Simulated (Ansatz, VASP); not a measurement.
Al: VASP beside Ansatz

Contents of INCAR:

```
PREC = Accurate
ENCUT = 520
EDIFF = 1E-6
ISMEAR = 0
SIGMA = 0.15
LREAL = False
LASPH = True
NELM = 80
ALGO = Normal
ISIF = 2
LWAVE = False
LCHARG = False
GGA = PS
IVDW = 12
NBANDS = 10
```

Contents of KPOINTS:

```
regular mesh
0
Gamma
  18 18 10
```

File POSCAR:

```
Al
1.0
    2.9530781191      0.0000000000      0.0000000000
   -1.4765390595      2.5574406705      0.0000000000
    0.0000000000      0.0000000000      4.6235075000
Al
2
Direct
    0.6666666667      0.3333333333      0.7500000000
    0.3333333333      0.6666666667      0.2500000000
```

Input for Ansatz:

```yaml
crystal:
  lattice:
    - [2.9530781191, 0.0, 0.0]
    - [-1.4765390595, 2.5574406705, 0.0]
    - [0.0, 0.0, 4.6235075]
  atoms:
    - { symbol: Al, position: [0.6666666667, 0.3333333333, 0.75] }
    - { symbol: Al, position: [0.3333333333, 0.6666666667, 0.25] }
basis:
  ecutwfc: 420
kpoints:
  mp_grid: { grid: [18, 18, 10] }
hamiltonian:
  xc: pbesol
  dispersion: d3bj
scf:
  occupations: { method: gaussian, width: 0.15 }
output:
  forces: true
  stress: true
  eigenvalues: true
```

Change from the starting cell: strain +0.050 along x and y, -0.050 along z, atoms carried along.

Alike in both runs: task single point; functional PBEsol; dispersion D3(BJ); k mesh 18 × 18 × 10; occupations gaussian, width 0.15 eV; no spin polarisation.

```csv
,VASP,Ansatz
version,VASP 6.6.1,Ansatz 0.2.0
potentials or method,"VASP PAW PBE potentials, release 64 (Al), cutoff 520 eV","scalar-relativistic, plane waves, PAW"
valence electrons in the cell,6,6
```

VASP gave:

| Quantity | Value |
| --- | --- |
| gap on the k mesh at the Fermi level (eV) | none |
| pressure (GPa) | -7.2 |
| traceless stress, the component that is largest in VASP (GPa) | 1.67 |

Q: Estimate Ansatz's values.

A: gap on the k mesh at the Fermi level (eV): none; pressure (GPa): -7.3; traceless stress, the component that is largest in VASP (GPa): 1.66.

VASP's potentials were made for PBE, not for PBEsol. A gap of «none» marks a metal or a gap that the smearing closes.
